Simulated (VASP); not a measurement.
# SnTe (I4/mmm) in VASP: settings compared

The runs below take SnTe through single point, with PBE, r2SCAN.

All numbers are computed with VASP 6.6.1; they aren't measurements. Logs are shortened: lines on timing, memory, paths and dates and some standing lists are left out, and cuts for length are marked.

### Step 1. The cell of the first run

The structure is tetragonal, space group I4/mmm (No. 139). The conventional cell has a = 4.510 Å, b = 4.510 Å, c = 6.442 Å, α = 90.00°, β = 90.00°, γ = 90.00°. Within 4.2 Å of Sn (site symmetry 4/mmm) lie 6 Te at 3.19 to 3.22 Å. Te (site symmetry 4/mmm) has 6 Sn at 3.19 to 3.22 Å within 4.2 Å.

### Step 2. Single point, PBE (uniaxial z strain +1.0%)

INCAR reads:

```
SYSTEM = SnTe
PREC = Accurate ; ENCUT = 520
EDIFF = 1E-6 ; ISMEAR = -1
SIGMA = 0.02 ; LREAL = .False.
LASPH = .True. ; NELM = 60
ALGO = Normal ; ISIF = 2
LWAVE = .False. ; LCHARG = .False.
GGA = PE ; NBANDS = 17
```

KPOINTS reads:

```
regular mesh
0
Gamma
  8 8 8
  0 0 0
```

POSCAR reads:

```
SnTe
1.0
    0.0000000000      3.1893303454      3.2212236489
    3.1893303454      0.0000000000      3.2212236489
    3.1893303454      3.1893303454      0.0000000000
Sn Te
1 1
Direct
    0.0000000000      0.0000000000      0.0000000000
    0.5000000000      0.5000000000      0.5000000000
```

Potentials or basis: VASP PAW PBE potentials, release 64 (Sn_d, Te).

Command:

```
$ cat potpaw_PBE.64/Sn_d/POTCAR potpaw_PBE.64/Te/POTCAR > POTCAR
$ mpirun -np 1 vasp_std > vasp.out
```

OUTCAR:

```text
SYSTEM = SnTe
   PREC = Accurate
   ENCUT = 520
   EDIFF = 1E-6
   ISMEAR = -1
   LREAL = .False.
   LASPH = .True.
   NELM = 60
   ISIF = 2
   GGA = PE

 ion  position               nearest neighbor table
   1  0.000  0.000  0.000-   2 3.19   2 3.19   2 3.19   2 3.19   2 3.22   2 3.22
   2  0.500  0.500  0.500-   1 3.19   1 3.19   1 3.19   1 3.19   1 3.22   1 3.22

  LATTYP: Found a body centered tetragonal cell.
 ALAT       =     4.5103942294
 C/A-ratio  =     1.4283556980

  Lattice vectors:

 A1 = (  -3.1893303454,   0.0000000000,   3.2212236489)
 A2 = (   3.1893303454,   0.0000000000,   3.2212236489)
 A3 = (   0.0000000000,   3.1893303454,  -3.2212236489)

Analysis of symmetry for initial positions (statically):
=====================================================================
 Subroutine PRICEL returns:
 Original cell was already a primitive cell.

 Routine SETGRP: Setting up the symmetry group for a
 body centered tetragonal supercell.

 Subroutine GETGRP returns: Found 16 space group operations
 (whereof 16 operations were pure point group operations)
 out of a pool of 16 trial point group operations.

The static configuration has the point symmetry D_4h.

Analysis of symmetry for dynamics (positions and initial velocities):
=====================================================================
 Subroutine PRICEL returns:
 Original cell was already a primitive cell.

 Routine SETGRP: Setting up the symmetry group for a
 body centered tetragonal supercell.

 Subroutine GETGRP returns: Found 16 space group operations
 (whereof 16 operations were pure point group operations)
 out of a pool of 16 trial point group operations.

The dynamic configuration has the point symmetry D_4h.

 Subroutine INISYM returns: Found 16 space group operations
 (whereof 16 operations are pure point group operations),
 and found     1 'primitive' translations

----------------------------------------------------------------------------------------

                                     Primitive cell

  volume of cell :      65.5315

  direct lattice vectors                    reciprocal lattice vectors
     0.000000000  3.189330345  3.221223649    -0.156772722  0.156772722  0.155220517
     3.189330345  0.000000000  3.221223649     0.156772722 -0.156772722  0.155220517
     3.189330345  3.189330345  0.000000000     0.156772722  0.156772722 -0.155220517

  length of vectors
     4.533002300  4.533002300  4.510394229     0.270645121  0.270645121  0.270645121

  position of ions in fractional coordinates (direct lattice)
     0.000000000  0.000000000  0.000000000
     0.500000000  0.500000000  0.500000000

  ion indices of the primitive-cell ions
   primitive index   ion index
                 1           1
                 2           2

----------------------------------------------------------------------------------------

 KPOINTS: regular mesh

Automatic generation of k-mesh.
 Grid dimensions read from file:
 generate k-points for:    8    8    8

 Generating k-lattice:

  Cartesian coordinates                     Fractional coordinates (reciprocal lattice)
    -0.019596590  0.019596590  0.019402565     0.125000000 -0.000000000  0.000000000
     0.019596590 -0.019596590  0.019402565    -0.000000000  0.125000000  0.000000000
     0.019596590  0.019596590 -0.019402565     0.000000000  0.000000000  0.125000000

  Length of vectors
     0.033830640  0.033830640  0.033830640

  Shift w.r.t. Gamma in fractional coordinates (k-lattice)
     0.000000000  0.000000000  0.000000000

 Subroutine IBZKPT returns following result:
 ===========================================

 Found     59 irreducible k-points:

 Following reciprocal coordinates:
            Coordinates               Weight
  0.000000  0.000000  0.000000      1.000000
  0.125000  0.000000  0.000000      8.000000
  0.250000  0.000000  0.000000      8.000000
  0.375000  0.000000  0.000000      8.000000
  0.500000  0.000000  0.000000      4.000000
  0.125000  0.125000  0.000000      2.000000
[... 16 lines left out ...]
  0.250000  0.000000  0.125000     16.000000
  0.375000  0.000000  0.125000     16.000000
 [... further k-points ...]
   k-points           NKPTS =     59   k-points in BZ     NKDIM =     59   number of bands    NBANDS=     17
   number of dos      NEDOS =    301   number of ions     NIONS =      2
   total plane-waves  NPLWV =  46656
   dimension x,y,z NGX =    36 NGY =   36 NGZ =   36
   dimension x,y,z NGXF=    72 NGYF=   72 NGZF=   72
   ions per type =               1   1
   NGX,Y,Z   is equivalent  to a cutoff of  13.20, 13.20, 13.27 a.u.
   NGXF,Y,Z  is equivalent  to a cutoff of  26.41, 26.41, 26.54 a.u.
 SYSTEM =  SnTe
   PREC   = accura    normal or accurate (medium, high low for compatibility)
   ISTART =      0    job   : 0-new  1-cont  2-samecut
   ICHARG =      2    charge: 1-file 2-atom 10-const
   ISPIN  =      1    spin polarized calculation?
   LNONCOLLINEAR =      F non collinear calculations
   LSORBIT =      F    spin-orbit coupling
   LASPH  =      T    aspherical Exc in radial PAW
   ENCUT  =  520.0 eV  38.22 Ry    6.18 a.u.   8.43  8.43  8.39*2*pi/ulx,y,z
   NELM   =     60;   NELMIN=  2; NELMDL= -5     # of ELM steps
   EDIFF  = 0.1E-05   stopping-criterion for ELM
   LREAL  =      F    real-space projection
   EDIFFG = 0.1E-04   stopping-criterion for IOM
   NSW    =      0    number of steps for IOM
   IBRION =     -1    ionic relax: 0-MD 1-quasi-New 2-CG
   NFREE  =      0    steps in history (QN), initial steepest desc. (CG)
   ISIF   =      2    stress and relaxation
   ISYM   =      2    0-nonsym 1-usesym 2-fastsym
   POTIM  = 0.5000    time-step for ionic-motion
   TEBEG  =    0.0;   TEEND  =   0.0 temperature during run
   PSTRESS=    0.0 pullay stress
   NELECT =      20.0000    total number of electrons
   NUPDOWN=      -1.0000    fix difference up-down
   EMIN   =  10.00;   EMAX   =-10.00  energy-range for DOS
   EFERMI =   0.00;   METHOD = LEGACY
   ISMEAR =    -1;   SIGMA  =   0.02  broadening in eV -4-tet -1-fermi 0-gaus
   EFERMI_NEDOS =   21; number of points for ismear=-14 and -15
   IALGO  =     38    algorithm
   IMIX   =      4    mixing-type and parameters
     AMIX     =   0.40;   BMIX     =  1.00
     AMIX_MAG =   1.60;   BMIX_MAG =  1.00
[... 21 lines left out ...]
  ext. energy  EPLUGINS =         0.00000000
  ---------------------------------------------------
  free energy    TOTEN  =        -7.56215205 eV

  energy without entropy =       -7.56176728  energy(sigma->0) =       -7.56195967

 E-fermi :   6.4106     XC(G=0):  -9.2873

 val. band max:        6.3942109553   @ k =   0.5000   0.0000   0.0000
 cond. band min:       6.4270186549   @ k =   0.5000   0.0000   0.0000
 fundamental gap:      0.0328076996
 Fermi energy:         6.4106148062

 k-point     1 :       0.0000    0.0000    0.0000
  band No.  band energies     occupation
      1     -15.5036      2.00000
      2     -15.4992      2.00000
      3     -15.4992      2.00000
      4     -15.4992      2.00000
      5     -15.4958      2.00000
      6      -6.0793      2.00000
[... 9 lines left out ...]
     16      11.2465      0.00000
     17      13.1319      0.00000

 k-point     2 :       0.1250    0.0000    0.0000
  band No.  band energies     occupation
      1     -15.5040      2.00000
      2     -15.4999      2.00000
      3     -15.4989      2.00000
      4     -15.4983      2.00000
      5     -15.4952      2.00000
      6      -5.9570      2.00000
[... 9 lines left out ...]
     16      11.5497      0.00000
     17      14.0229      0.00000

 k-point     3 :       0.2500    0.0000    0.0000
  band No.  band energies     occupation
      1     -15.5053      2.00000
      2     -15.5016      2.00000
      3     -15.4981      2.00000
      4     -15.4962      2.00000
      5     -15.4934      2.00000
      6      -5.6148      2.00000
[... 9 lines left out ...]
     16      12.3950      0.00000
     17      15.9015      0.00000

 k-point     4 :       0.3750    0.0000    0.0000
  band No.  band energies     occupation
      1     -15.5067      2.00000
      2     -15.5033      2.00000
      3     -15.4974      2.00000
      4     -15.4940      2.00000
      5     -15.4915      2.00000
      6      -5.1624      2.00000
[... 9 lines left out ...]
     16      13.7323      0.00000
     17      16.4436      0.00000

 k-point     5 :       0.5000    0.0000    0.0000
  band No.  band energies     occupation
      1     -15.5073      2.00000
      2     -15.5040      2.00000
      3     -15.4972      2.00000
      4     -15.4932      2.00000
      5     -15.4906      2.00000
      6      -4.9125      2.00000
[... 9 lines left out ...]
     16      15.1582      0.00000
     17      15.2200      0.00000

 k-point     6 :       0.1250    0.1250    0.0000
  band No.  band energies     occupation
      1     -15.5053      2.00000
      2     -15.4986      2.00000
      3     -15.4980      2.00000
      4     -15.4980      2.00000
      5     -15.4962      2.00000
      6      -5.9203      2.00000
[... 9 lines left out ...]
     16      12.0402      0.00000
     17      13.4508      0.00000

 k-point     7 :       0.2500    0.1250    0.0000
  band No.  band energies     occupation
      1     -15.5070      2.00000
      2     -15.4994      2.00000
      3     -15.4970      2.00000
      4     -15.4958      2.00000
      5     -15.4957      2.00000
      6      -5.6560      2.00000
[... 9 lines left out ...]
     16      12.9343      0.00000
     17      14.5475      0.00000

 k-point     8 :       0.3750    0.1250    0.0000
  band No.  band energies     occupation
      1     -15.5082      2.00000
      2     -15.5011      2.00000
      3     -15.4965      2.00000
      4     -15.4937      2.00000
      5     -15.4937      2.00000
      6      -5.2375      2.00000
[... 9 lines left out ...]
     16      14.2301      0.00000
     17      16.2134      0.00000
[... 203 lines left out ...]
      1     -15.5150      2.00000
      2     -15.4977      2.00000
      3     -15.4965      2.00000
      4     -15.4915      2.00000
      5     -15.4912      2.00000
      6      -4.7283      2.00000
[... 9 lines left out ...]
     16      15.8368      0.00000
     17      16.3640      0.00000

 k-point    20 :      -0.3750    0.3750    0.0000
  band No.  band energies     occupation
      1     -15.5131      2.00000
      2     -15.4985      2.00000
      3     -15.4955      2.00000
      4     -15.4928      2.00000
      5     -15.4918      2.00000
      6      -4.6348      2.00000
[... 9 lines left out ...]
     16      14.8524      0.00000
     17      16.7384      0.00000

 k-point    21 :       0.5000    0.5000    0.0000
  band No.  band energies     occupation
      1     -15.5166      2.00000
      2     -15.4987      2.00000
      3     -15.4955      2.00000
      4     -15.4906      2.00000
      5     -15.4906      2.00000
      6      -4.6860      2.00000
[... 9 lines left out ...]
     16      16.9000      0.00000
     17      17.1424      0.00000

 k-point    22 :       0.1250    0.0000    0.1250
  band No.  band energies     occupation
      1     -15.5038      2.00000
      2     -15.5001      2.00000
      3     -15.4997      2.00000
      4     -15.4980      2.00000
      5     -15.4944      2.00000
      6      -5.9150      2.00000
[... 9 lines left out ...]
     16      12.0688      0.00000
     17      13.3333      0.00000

 k-point    23 :       0.2500    0.0000    0.1250
  band No.  band energies     occupation
      1     -15.5049      2.00000
      2     -15.5012      2.00000
      3     -15.4995      2.00000
      4     -15.4964      2.00000
      5     -15.4928      2.00000
      6      -5.6457      2.00000
[... 9 lines left out ...]
     16      12.9581      0.00000
     17      14.4144      0.00000

 k-point    24 :       0.3750    0.0000    0.1250
  band No.  band energies     occupation
      1     -15.5063      2.00000
      2     -15.5028      2.00000
      3     -15.4984      2.00000
      4     -15.4946      2.00000
      5     -15.4910      2.00000
      6      -5.2246      2.00000
[... 9 lines left out ...]
     16      14.2765      0.00000
     17      16.0943      0.00000

 [... further k-points ...]
[... 5 lines left out ...]
  --------------------------------------------------------------------------------------
  -------------------------------------------------------------------------------------
  Total        0.2154676      0.2154676     -0.2312204      0.0000000     -0.0000000     -0.0000000
  in kB        5.2679624      5.2679624     -5.6531033      0.0000000     -0.0000000     -0.0000000
  external PRESSURE =       1.6276072 kB  Pullay stress =       0.0000000 kB

 VOLUME and BASIS-vectors are now :
 -----------------------------------------------------------------------------
  energy-cutoff  :      520.00
  volume of cell :       65.53
      direct lattice vectors                 reciprocal lattice vectors
     0.000000000  3.189330345  3.221223649    -0.156772722  0.156772722  0.155220517
     3.189330345  0.000000000  3.221223649     0.156772722 -0.156772722  0.155220517
     3.189330345  3.189330345  0.000000000     0.156772722  0.156772722 -0.155220517

 POSITION                                       TOTAL-FORCE (eV/Angst)
 -----------------------------------------------------------------------------------
      0.00000      0.00000      0.00000         0.000000      0.000000      0.000000
      3.18933      3.18933      3.22122        -0.000000     -0.000000     -0.000000
 -----------------------------------------------------------------------------------
    total drift:                               -0.000000      0.000000      0.000000

  FREE ENERGIE OF THE ION-ELECTRON SYSTEM (eV)
  ---------------------------------------------------
  free  energy   TOTEN  =        -7.5621520535 eV

  energy  without entropy=       -7.5617672811  energy(sigma->0) =       -7.56195967
```

Wall time 59 s (1 thread of Intel Xeon Platinum 8259CL at 2.50GHz (Skylake/Cascade Lake), shared host); peak memory 0.24 GiB.

Results:

| Property | Result |
| --- | --- |
| Free energy | -7.5622 eV |
| Pressure | 0.2 GPa |
| Band gap on the k mesh | 0.03 eV |

Caveat: the cell differs from its parent crystal (uniaxial z strain +1.0%); spin-orbit coupling is left out, which moves the levels of the heavy elements.

### Step 3. Single point, r2SCAN (uniaxial z strain -2.0%)

POSCAR reads:

```
SnTe
1.0
    0.0000000000      3.1893303454      3.1255437385
    3.1893303454      0.0000000000      3.1255437385
    3.1893303454      3.1893303454      0.0000000000
Sn Te
1 1
Direct
    0.0000000000      0.0000000000      0.0000000000
    0.5000000000      0.5000000000      0.5000000000
```

INCAR.step1 reads:

```
SYSTEM = SnTe
PREC = Accurate
ENCUT = 520
ISMEAR = -1
SIGMA = 0.02
LREAL = .FALSE.
LASPH = .TRUE.
NELM = 100
NBANDS = 17
GGA = PE
ALGO = Normal
EDIFF = 1E-4
LWAVE = .TRUE.
LCHARG = .FALSE.
```

INCAR.step2 reads:

```
SYSTEM = SnTe
PREC = Accurate
ENCUT = 520
EDIFF = 1E-7
ISMEAR = -1
SIGMA = 0.02
LREAL = .FALSE.
LASPH = .TRUE.
NELM = 100
ALGO = Normal
ISIF = 2
LWAVE = .FALSE.
LCHARG = .FALSE.
METAGGA = R2SCAN
LMIXTAU = .TRUE.
NBANDS = 17
ISTART = 1
```

KPOINTS reads:

```
Automatic mesh
0
G
  8 8 8
  0 0 0
```

Potentials or basis: VASP PAW PBE potentials, release 64 (Sn_d, Te).

Command:

```
$ cat potpaw_PBE.64/Sn_d/POTCAR potpaw_PBE.64/Te/POTCAR > POTCAR
$ cp INCAR.step1 INCAR
$ mpirun -np 1 vasp_std > vasp.out
$ cp INCAR.step2 INCAR
$ mpirun -np 1 vasp_std > vasp.out
```

It took 3.8 min on 1 thread of Intel Xeon Platinum 8259CL at 2.50GHz (Skylake/Cascade Lake), shared host; peak memory 0.25 GiB.

Results (log left out):

```
Free energy            : -50.6758 eV
Pressure               : 0.9 GPa
Band gap on the k mesh : 0.04 eV
```

Stress tensor (GPa, compression positive):
```
-0.05  0.00  0.00
 0.00 -0.05  0.00
 0.00  0.00  2.68
```

Levels at points of the mesh, in eV from the valence-band top:
```
           k point  band 6  band 7  band 8  band 9  band 10  band 11  band 12  band 13  band 14  band 15
(0.00, 0.00, 0.00)  -13.43   -4.86   -2.65   -2.42    -2.42     3.18     3.18     3.70     4.89     4.89
(0.50, 0.00, 0.00)  -12.11   -8.78   -2.16   -2.11     0.00     0.04     0.21     0.32     8.12     8.92
(0.50, 0.50, 0.00)  -11.72   -6.90   -5.95   -4.13    -4.13     2.29     4.92     4.92     6.77     9.09
(0.50, 0.00, 0.50)  -11.84   -6.76   -5.90   -4.20    -3.96     2.35     4.73     5.30     6.42     9.07
```

Caveat: the cell differs from its parent crystal (uniaxial z strain -2.0%); the PAW data sets were made with another functional, which shifts forces and pressure a little; spin-orbit coupling is left out, which moves the levels of the heavy elements. A k mesh can miss the band edges.

### Step 4. Single point, r2SCAN (uniaxial z strain -1.0%)

POSCAR reads:

```
SnTe
1.0
    0.0000000000      3.1893303454      3.1574370420
    3.1893303454      0.0000000000      3.1574370420
    3.1893303454      3.1893303454      0.0000000000
Sn Te
1 1
Direct
    0.0000000000      0.0000000000      0.0000000000
    0.5000000000      0.5000000000      0.5000000000
```

INCAR.step1 reads:

```
  ALGO = Normal
  EDIFF = 1E-4
  ENCUT = 520
  GGA = PE
  ISMEAR = -1
  LASPH = True
  LCHARG = False
  LREAL = False
  LWAVE = True
  NBANDS = 17
  NELM = 60
  PREC = Accurate
  SIGMA = 0.02
```

INCAR.step2 reads:

```
  ALGO = Normal
  EDIFF = 1E-6
  ENCUT = 520
  ISIF = 2
  ISMEAR = -1
  ISTART = 1
  LASPH = True
  LCHARG = True
  LELF = True
  LMIXTAU = True
  LREAL = False
  LVHAR = True
  LWAVE = False
  METAGGA = R2SCAN
  NBANDS = 17
  NELM = 60
  PREC = Accurate
  SIGMA = 0.02
```

KPOINTS reads:

```
k-points
0
Gamma
  8 8 8
```

Command:

```
$ cat potpaw_PBE.64/Sn_d/POTCAR potpaw_PBE.64/Te/POTCAR > POTCAR
$ cp INCAR.step1 INCAR
$ mpirun -np 1 vasp_std > vasp.out
$ cp INCAR.step2 INCAR
$ mpirun -np 1 vasp_std > vasp.out
```

Wall time 3.2 min (1 thread of Intel Xeon Platinum 8259CL at 2.50GHz (Skylake/Cascade Lake), shared host); peak memory 0.25 GiB.

Results (log left out):

| Item | Value |
| --- | --- |
| Free energy | -50.6839 eV |
| Pressure | 0.4 GPa |
| Band gap on the k mesh | 0.10 eV |

Stress tensor (GPa, compression positive):
```
-0.06  0.00  0.00
 0.00 -0.06  0.00
 0.00  0.00  1.24
```

Levels at points of the mesh, in eV from the valence-band top:
| k point | band 6 | band 7 | band 8 | band 9 | band 10 | band 11 | band 12 | band 13 | band 14 | band 15 |
| --- | --- | --- | --- | --- | --- | --- | --- | --- | --- | --- |
| (0.00, 0.00, 0.00) | -13.32 | -4.87 | -2.51 | -2.40 | -2.40 | 3.27 | 3.27 | 3.53 | 4.97 | 4.97 |
| (0.50, 0.00, 0.00) | -12.02 | -8.68 | -2.08 | -2.06 | 0.00 | 0.10 | 0.28 | 0.33 | 8.12 | 8.97 |
| (0.50, 0.50, 0.00) | -11.68 | -6.81 | -5.83 | -4.02 | -4.02 | 2.38 | 4.93 | 4.93 | 6.60 | 9.10 |
| (0.50, 0.00, 0.50) | -11.74 | -6.75 | -5.80 | -4.06 | -3.94 | 2.41 | 4.84 | 5.11 | 6.43 | 9.10 |

Caveat: the cell differs from its parent crystal (uniaxial z strain -1.0%); the PAW data sets were made with another functional, which shifts forces and pressure a little; spin-orbit coupling is left out, which moves the levels of the heavy elements. A k mesh can miss the band edges.

### Step 5. Summary

```csv
level,cell,gap on the mesh (eV),pressure (GPa)
PBE,"a = 4.533, b = 4.533, c = 4.510 Å, angles 60.2, 60.2, 59.7°, 2 atoms",0.03,0.2
r2SCAN,"a = 4.466, b = 4.466, c = 4.510 Å, angles 59.7, 59.7, 60.7°, 2 atoms",0.04,0.9
r2SCAN,"a = 4.488, b = 4.488, c = 4.510 Å, angles 59.8, 59.8, 60.3°, 2 atoms",0.10,0.4
```

Alike in all rows: task single point; potentials or basis VASP PAW PBE potentials, release 64 (Sn_d, Te); no spin polarisation; k mesh 8 × 8 × 8; cutoff (eV) 520; smearing fermi-dirac 0.02 eV.

Caveats: spin-orbit coupling is left out, which moves the levels of the heavy elements; the PAW data sets were made with another functional, which shifts forces and pressure a little (at least some runs).

Absolute energies hang on the potentials; compare differences alone.
